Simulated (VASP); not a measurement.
# AlN (R-3m) in VASP: notebook

Runs on AlN. Level: PBE. Tasks: single point.

Everything below comes from runs of VASP 6.6.1. Logs are shortened: lines on timing, memory, paths and dates and some standing lists are left out, and cuts for length are marked.

**1. The cell of the first run**

The structure is trigonal, space group R-3m (No. 166). Conventional cell: a = 3.012 Å, b = 3.012 Å, c = 6.947 Å, α = 90.00°, β = 90.00°, γ = 120.00°. Al (site symmetry -3m) has 6 N at 2.09 Å within 2.8 Å. N (site symmetry -3m) has 6 Al at 2.09 Å within 2.8 Å.

**2. Single point, PBE**

INCAR reads:

```
SYSTEM = AlN
ALGO = Normal
EDIFF = 1E-7
ENCUT = 520
GGA = PE
ISIF = 2
ISMEAR = 0
LASPH = .TRUE.
LCHARG = .FALSE.
LREAL = .FALSE.
LWAVE = .FALSE.
NBANDS = 11
NELM = 80
PREC = Accurate
SIGMA = 0.05
```

KPOINTS reads:

```
k-points
0
G
  10 10 10
  0 0 0
```

POSCAR reads:

```
AlN
1.0
   -0.0830752448      2.0470592372      2.0470592372
    2.0470592372     -0.0830752448      2.0470592372
    2.0470592372      2.0470592372     -0.0830752448
Al N
1 1
Direct
    0.5000000000      0.5000000000      0.5000000000
    0.0000000000      0.0000000000      0.0000000000
```

Potentials or basis: VASP PAW PBE potentials, release 64 (Al, N).

The run is started by

```console
cat potpaw_PBE.64/Al/POTCAR potpaw_PBE.64/N/POTCAR > POTCAR
mpirun -np 1 vasp_std > vasp.out
```

OUTCAR:

```text
SYSTEM = AlN
   EDIFF = 1E-7
   ENCUT = 520
   GGA = PE
   ISIF = 2
   ISMEAR = 0
   LASPH = .TRUE.
   LREAL = .FALSE.
   NELM = 80
   PREC = Accurate

 ion  position               nearest neighbor table
   1  0.500  0.500  0.500-   2 2.09   2 2.09   2 2.09   2 2.09   2 2.09   2 2.09
   2  0.000  0.000  0.000-   1 2.09   1 2.09   1 2.09   1 2.09   1 2.09   1 2.09

  LATTYP: Found a trigonal (rhomboedric) cell.
 ALAT       =     2.8961706679
 COS(alpha) =     0.4590392646

  Lattice vectors:

 A1 = (  -0.0830752448,   2.0470592372,   2.0470592372)
 A2 = (   2.0470592372,  -0.0830752448,   2.0470592372)
 A3 = (   2.0470592372,   2.0470592372,  -0.0830752448)

Analysis of symmetry for initial positions (statically):
=====================================================================
 Subroutine PRICEL returns:
 Original cell was already a primitive cell.

 Routine SETGRP: Setting up the symmetry group for a
 trigonal (rhombohedral) supercell.

 Subroutine GETGRP returns: Found 12 space group operations
 (whereof 12 operations were pure point group operations)
 out of a pool of 12 trial point group operations.

The static configuration has the point symmetry D_3d.

Analysis of symmetry for dynamics (positions and initial velocities):
=====================================================================
 Subroutine PRICEL returns:
 Original cell was already a primitive cell.

 Routine SETGRP: Setting up the symmetry group for a
 trigonal (rhombohedral) supercell.

 Subroutine GETGRP returns: Found 12 space group operations
 (whereof 12 operations were pure point group operations)
 out of a pool of 12 trial point group operations.

The dynamic configuration has the point symmetry D_3d.

 Subroutine INISYM returns: Found 12 space group operations
 (whereof 12 operations are pure point group operations),
 and found     1 'primitive' translations

----------------------------------------------------------------------------------------

                                     Primitive cell

  volume of cell :      18.2000

  direct lattice vectors                    reciprocal lattice vectors
    -0.083075245  2.047059237  2.047059237    -0.229865386  0.239588542  0.239588542
     2.047059237 -0.083075245  2.047059237     0.239588542 -0.229865386  0.239588542
     2.047059237  2.047059237 -0.083075245     0.239588542  0.239588542 -0.229865386

  length of vectors
     2.896170668  2.896170668  2.896170668     0.409442835  0.409442835  0.409442835

  position of ions in fractional coordinates (direct lattice)
     0.500000000  0.500000000  0.500000000
     0.000000000  0.000000000  0.000000000

  ion indices of the primitive-cell ions
   primitive index   ion index
                 1           1
                 2           2

----------------------------------------------------------------------------------------

 KPOINTS: k-points

Automatic generation of k-mesh.
 Grid dimensions read from file:
 generate k-points for:   10   10   10

 Generating k-lattice:

  Cartesian coordinates                     Fractional coordinates (reciprocal lattice)
    -0.022986539  0.023958854  0.023958854     0.100000000  0.000000000  0.000000000
     0.023958854 -0.022986539  0.023958854     0.000000000  0.100000000  0.000000000
     0.023958854  0.023958854 -0.022986539     0.000000000  0.000000000  0.100000000

  Length of vectors
     0.040944283  0.040944283  0.040944283

  Shift w.r.t. Gamma in fractional coordinates (k-lattice)
     0.000000000  0.000000000  0.000000000

 Subroutine IBZKPT returns following result:
 ===========================================

 Found    116 irreducible k-points:

 Following reciprocal coordinates:
            Coordinates               Weight
  0.000000  0.000000  0.000000      1.000000
  0.100000 -0.000000 -0.000000      6.000000
  0.200000 -0.000000 -0.000000      6.000000
  0.300000 -0.000000 -0.000000      6.000000
  0.400000  0.000000 -0.000000      6.000000
  0.500000  0.000000  0.000000      3.000000
[... 16 lines left out ...]
  0.300000  0.300000  0.000000      6.000000
  0.400000  0.300000 -0.000000     12.000000
 [... further k-points ...]
   k-points           NKPTS =    116   k-points in BZ     NKDIM =    116   number of bands    NBANDS=     11
   number of dos      NEDOS =    301   number of ions     NIONS =      2
   total plane-waves  NPLWV =  13824
   dimension x,y,z NGX =    24 NGY =   24 NGZ =   24
   dimension x,y,z NGXF=    48 NGYF=   48 NGZF=   48
   ions per type =               1   1
   NGX,Y,Z   is equivalent  to a cutoff of  13.78, 13.78, 13.78 a.u.
   NGXF,Y,Z  is equivalent  to a cutoff of  27.55, 27.55, 27.55 a.u.
 SYSTEM =  AlN
   PREC   = accura    normal or accurate (medium, high low for compatibility)
   ISTART =      0    job   : 0-new  1-cont  2-samecut
   ICHARG =      2    charge: 1-file 2-atom 10-const
   ISPIN  =      1    spin polarized calculation?
   LNONCOLLINEAR =      F non collinear calculations
   LSORBIT =      F    spin-orbit coupling
   LASPH  =      T    aspherical Exc in radial PAW
   ENCUT  =  520.0 eV  38.22 Ry    6.18 a.u.   5.38  5.38  5.38*2*pi/ulx,y,z
   NELM   =     80;   NELMIN=  2; NELMDL= -5     # of ELM steps
   EDIFF  = 0.1E-06   stopping-criterion for ELM
   LREAL  =      F    real-space projection
   EDIFFG = 0.1E-05   stopping-criterion for IOM
   NSW    =      0    number of steps for IOM
   IBRION =     -1    ionic relax: 0-MD 1-quasi-New 2-CG
   NFREE  =      0    steps in history (QN), initial steepest desc. (CG)
   ISIF   =      2    stress and relaxation
   ISYM   =      2    0-nonsym 1-usesym 2-fastsym
   POTIM  = 0.5000    time-step for ionic-motion
   TEBEG  =    0.0;   TEEND  =   0.0 temperature during run
   PSTRESS=    0.0 pullay stress
   NELECT =       8.0000    total number of electrons
   NUPDOWN=      -1.0000    fix difference up-down
   EMIN   =  10.00;   EMAX   =-10.00  energy-range for DOS
   EFERMI =   0.00;   METHOD = LEGACY
   ISMEAR =     0;   SIGMA  =   0.05  broadening in eV -4-tet -1-fermi 0-gaus
   EFERMI_NEDOS =   21; number of points for ismear=-14 and -15
   IALGO  =     38    algorithm
   IMIX   =      4    mixing-type and parameters
     AMIX     =   0.40;   BMIX     =  1.00
     AMIX_MAG =   1.60;   BMIX_MAG =  1.00
  volume/ion in A,a.u.               =       9.10        61.41
  Fermi-wavevector in a.u.,A,eV,Ry     =   1.244747  2.352230 21.080794  1.549395
  Thomas-Fermi vector in A             =   2.379000
   LORBIT       =      0    0 simple, 1 ext, 2 COOP (PROOUT), +10 PAW based schemes
   GGA     = PE    functional components
   LHFCALC =     F    Hartree Fock is set to
   AEXX    =    0.0000 exact exchange contribution
   IVDW    =     0    specifies the selected vdW correction
   LEPSILON=     F    determine dielectric tensor
   LRPA    =     F    only Hartree local field effects (RPA)
 non-spin polarized calculation
 Gauss-broadening in eV      SIGMA  =   0.05
  energy-cutoff  :      520.00
  volume of cell :       18.20
 maximum number of plane-waves:       513
 NGX is ok and might be reduce to    24
   NGX = 11   NGY = 11   NGZ = 11

 number of electron       8.0000000 magnetization

 Free energy of the ion-electron system (eV)
  ---------------------------------------------------
  ext. energy  EPLUGINS =         0.00000000
  ---------------------------------------------------
  free energy    TOTEN  =       -14.39933870 eV

  energy without entropy =      -14.39933870  energy(sigma->0) =      -14.39933870

 E-fermi :   9.4536     XC(G=0): -11.8438

 val. band max:        9.2501040152   @ k =   0.0000   0.0000   0.0000
 cond. band min:      12.2771389106   @ k =   0.5000   0.5000  -0.0000
 fundamental gap:      3.0270348954
 Fermi energy:         9.4535916305

 k-point     1 :       0.0000    0.0000    0.0000
  band No.  band energies     occupation
      1      -7.9393      2.00000
      2       8.5338      2.00000
      3       8.5338      2.00000
      4       9.2501      2.00000
      5      12.9961      0.00000
      6      20.0400      0.00000
      7      20.0400      0.00000
      8      21.9697      0.00000
      9      25.0277      0.00000
     10      25.9121      0.00000
     11      25.9124      0.00000

 k-point     2 :       0.1000   -0.0000   -0.0000
  band No.  band energies     occupation
      1      -7.7576      2.00000
      2       7.5518      2.00000
      3       8.4479      2.00000
      4       9.0870      2.00000
      5      13.7185      0.00000
      6      19.3682      0.00000
      7      20.3396      0.00000
      8      21.9963      0.00000
      9      23.8534      0.00000
     10      24.2891      0.00000
     11      25.8396      0.00000

 k-point     3 :       0.2000   -0.0000   -0.0000
  band No.  band energies     occupation
      1      -7.2314      2.00000
      2       5.5277      2.00000
      3       8.2385      2.00000
      4       8.8119      2.00000
      5      14.6567      0.00000
      6      18.7334      0.00000
      7      20.6397      0.00000
      8      21.5573      0.00000
      9      22.9717      0.00000
     10      24.3401      0.00000
     11      25.2439      0.00000

 k-point     4 :       0.3000   -0.0000   -0.0000
  band No.  band energies     occupation
      1      -6.4335      2.00000
      2       3.3965      2.00000
      3       8.0054      2.00000
      4       8.5228      2.00000
      5      14.7907      0.00000
      6      19.2120      0.00000
      7      19.9259      0.00000
      8      20.6341      0.00000
      9      24.1829      0.00000
     10      24.4371      0.00000
     11      26.1367      0.00000
[... 239 lines left out ...]
 k-point    22 :      -0.2000    0.2000    0.0000
  band No.  band energies     occupation
      1      -6.1965      2.00000
      2       3.9334      2.00000
      3       6.0161      2.00000
      4       8.4500      2.00000
      5      16.5854      0.00000
      6      18.2550      0.00000
      7      18.7372      0.00000
      8      20.9385      0.00000
      9      23.8011      0.00000
     10      26.4908      0.00000
     11      28.1254      0.00000

 k-point    23 :       0.3000    0.3000    0.0000
  band No.  band energies     occupation
      1      -5.9017      2.00000
      2       4.2087      2.00000
      3       6.5858      2.00000
      4       7.3056      2.00000
      5      14.3789      0.00000
      6      15.8285      0.00000
      7      19.3097      0.00000
      8      22.9780      0.00000
      9      23.6362      0.00000
     10      28.4509      0.00000
     11      31.2349      0.00000

 k-point    24 :       0.4000    0.3000   -0.0000
  band No.  band energies     occupation
      1      -5.2416      2.00000
      2       3.2539      2.00000
      3       5.9463      2.00000
      4       7.0809      2.00000
      5      14.1509      0.00000
      6      15.5201      0.00000
      7      19.7516      0.00000
      8      23.5240      0.00000
      9      23.5932      0.00000
     10      29.6312      0.00000
     11      31.9985      0.00000

 [... further k-points ...]
[... 5 lines left out ...]
  --------------------------------------------------------------------------------------
  -------------------------------------------------------------------------------------
  Total       -1.8643839     -1.8643839     -1.8643839      1.1658186      1.1658186      1.1658186
  in kB     -164.1249229   -164.1249229   -164.1249229    102.6290204    102.6290204    102.6290204
  external PRESSURE =    -164.1249229 kB  Pullay stress =       0.0000000 kB

 VOLUME and BASIS-vectors are now :
 -----------------------------------------------------------------------------
  energy-cutoff  :      520.00
  volume of cell :       18.20
      direct lattice vectors                 reciprocal lattice vectors
    -0.083075245  2.047059237  2.047059237    -0.229865386  0.239588542  0.239588542
     2.047059237 -0.083075245  2.047059237     0.239588542 -0.229865386  0.239588542
     2.047059237  2.047059237 -0.083075245     0.239588542  0.239588542 -0.229865386

 POSITION                                       TOTAL-FORCE (eV/Angst)
 -----------------------------------------------------------------------------------
      2.00552      2.00552      2.00552         0.000000      0.000000     -0.000000
      0.00000      0.00000      0.00000        -0.000000     -0.000000      0.000000
 -----------------------------------------------------------------------------------
    total drift:                                0.000000     -0.000000     -0.000000

  FREE ENERGIE OF THE ION-ELECTRON SYSTEM (eV)
  ---------------------------------------------------
  free  energy   TOTEN  =       -14.3993387039 eV

  energy  without entropy=      -14.3993387039  energy(sigma->0) =      -14.39933870
```

Run time: 47 s. Hardware: 1 thread of AMD EPYC 7R13, shared host; peak memory 0.12 GiB.

Results:

| Quantity | Value |
| --- | --- |
| Free energy | -14.3993 eV |
| Pressure | -16.4 GPa |
| Band gap on the k mesh | 3.03 eV, indirect (least direct gap 3.75 eV) |

Levels at points of the mesh, in eV from the valence-band top:
```tsv
k point	band 2	band 3	band 4	band 5	band 6	band 7
(0.00, 0.00, 0.00)	-0.72	-0.72	0.00	3.75	10.79	10.79
(0.50, 0.00, 0.00)	-8.33	-1.48	-1.01	5.20	9.75	10.50
(0.50, 0.50, 0.00)	-7.23	-3.41	-2.63	3.03	5.19	12.22
(0.50, 0.50, 0.50)	-7.77	-1.75	-1.75	4.33	8.89	8.89
```

A k mesh can miss the band edges. As with any semilocal functional, this PBE gap is likely too small.

**3. Single point, PBE**

INCAR reads:

```
PREC = Accurate ; ENCUT = 520
EDIFF = 1E-6 ; ISMEAR = 0
SIGMA = 0.05 ; LREAL = F
LASPH = T ; NELM = 80
ALGO = Normal ; ISIF = 2
LWAVE = F ; LCHARG = F
GGA = PE ; NBANDS = 11
```

KPOINTS reads:

```
regular mesh
0
Gamma
  10 10 10
```

POSCAR reads:

```
AlN
1.0
   -0.0417551752      2.0670920586      2.0670920586
    2.0670920586     -0.0417551752      2.0670920586
    2.0670920586      2.0670920586     -0.0417551752
Al N
1 1
Direct
    0.5000000000      0.5000000000      0.5000000000
    0.0000000000      0.0000000000      0.0000000000
```

Potentials or basis: VASP PAW PBE potentials, release 64 (Al, N).

The run is started by

```console
cat potpaw_PBE.64/Al/POTCAR potpaw_PBE.64/N/POTCAR > POTCAR
mpirun -np 1 vasp_std > vasp.out
```

It took 48 s on 1 thread of AMD EPYC 7R13, shared host; peak memory 0.12 GiB.

The run converged. Its results:

```
Free energy            : -14.4529 eV
Pressure               : -16.6 GPa
Band gap on the k mesh : 3.41 eV, indirect (least direct gap 4.07 eV)
```

Stress tensor (GPa, compression positive):
```
-16.62   5.33   5.33
  5.33 -16.62   5.33
  5.33   5.33 -16.62
```

Levels at points of the mesh, in eV from the valence-band top:
```
           k point  band 2  band 3  band 4  band 5  band 6  band 7
(0.00, 0.00, 0.00)   -0.37   -0.37    0.00    4.07   11.31   11.31
(0.50, 0.00, 0.00)   -8.03   -1.21   -0.97    5.39    9.98   10.33
(0.50, 0.50, 0.00)   -7.00   -3.00   -2.61    3.41    5.25   12.60
(0.50, 0.50, 0.50)   -7.75   -1.34   -1.34    4.92    9.55    9.55
```
